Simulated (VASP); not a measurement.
Zn3CdTe4, 8 atoms in the cell. Symmetry: Pmm2, No. 25, orthorhombic system. Conventional cell: a = 4.249 Å, b = 8.532 Å, c = 6.034 Å, α = 90.00°, β = 90.00°, γ = 90.00°. Within 3.4 Å of Zn (site symmetry m) lie 4 Te at 2.57 to 2.58 Å. Within 3.4 Å of Zn (site symmetry mm2) lie 4 Te at 2.56 to 2.57 Å. Within 3.6 Å of Cd (site symmetry mm2) lie 4 Te at 2.73 Å. Within 3.4 Å of Te (site symmetry m) lie 3 Zn at 2.56 to 2.57 Å and 1 Cd at 2.73 Å. Te (site symmetry mm2) has 4 Zn at 2.57 to 2.58 Å within 3.4 Å. Te (site symmetry mm2) has 2 Zn at 2.57 Å and 2 Cd at 2.73 Å within 3.4 Å. 

```yaml
Program: VASP 6.6.1
Task: relaxation of shape and atoms at fixed volume
Functional: PBE
Potentials_or_basis: VASP PAW PBE potentials, release 64 (Zn, Cd, Te)
Cutoff: 600 eV
k_mesh: 6 × 4 × 4
Occupations: gaussian, width 0.02 eV
Spin: no spin polarisation
Dipole_correction: no
Further_INCAR_settings: ALGO = Normal; EDIFF = 1e-06; IBRION = 2; EDIFFG = -0.01; NSW = 50; ISIF = 4
```

Potentials or basis: VASP PAW PBE potentials, release 64 (Zn, Cd, Te).

The run is started by

```sh
$ cat potpaw_PBE.64/Zn/POTCAR potpaw_PBE.64/Cd/POTCAR potpaw_PBE.64/Te/POTCAR > POTCAR
$ mpirun -np 1 vasp_std > vasp.out
```

Hardware: 1 thread of Oxide Virtual Turin-like Processor (shared host).

Task: Estimate the wall time of this run.

Result: Run time: 18 min on 1 thread of Oxide Virtual Turin-like Processor (shared host), peak memory 0.58 GiB. Counts: scf iterations 28, k points 36, ion steps 4.
